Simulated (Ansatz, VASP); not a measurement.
BP: VASP beside Ansatz

```xyz
2
Lattice="0.0028 2.2690 2.2690 2.2718 0.0000 2.2718 2.2690 2.2690 0.0028" Properties=species:S:1:pos:R:3 pbc="T T T"
B     0.0000    0.0000    0.0000
P     3.4078    3.4035    3.4078
```

Change from the starting cell: strain +0.0025 x Voigt [0, 0, 0, 0, 1, 0], atoms carried along.

Alike in both runs: task single point; functional LDA; k mesh 10 × 10 × 10; occupations gaussian, width 0.05 eV; no spin polarisation.

|  | VASP | Ansatz |
| --- | --- | --- |
| version | VASP 6.6.1 | Ansatz 0.2.0 |
| potentials or method | VASP PAW LDA potentials, release 64 (B, P), cutoff 520 eV | scalar-relativistic, plane waves, PAW |
| valence electrons in the cell | 8 | 8 |

Ansatz gave:

```
gap on the k mesh at the Fermi level (eV)                     : 1.18
least direct gap on the mesh (eV)                             : 3.35
pressure (GPa)                                                : -5.2
traceless stress, the component that is largest in VASP (GPa) : -0.50
rms of the force components (eV/Å)                            : 0.010
```

Question: What did VASP give for the same quantities?

Answer: gap on the k mesh at the Fermi level (eV): 1.18; least direct gap on the mesh (eV): 3.35; pressure (GPa): -5.3; traceless stress, the component that is largest in VASP (GPa): -0.50; rms of the force components (eV/Å): 0.010.

LDA's correlation is that of Perdew and Zunger in VASP and of Perdew and Wang (1992) in Ansatz. Atom by atom the forces differ by 0.000 eV/Å (rms over components).
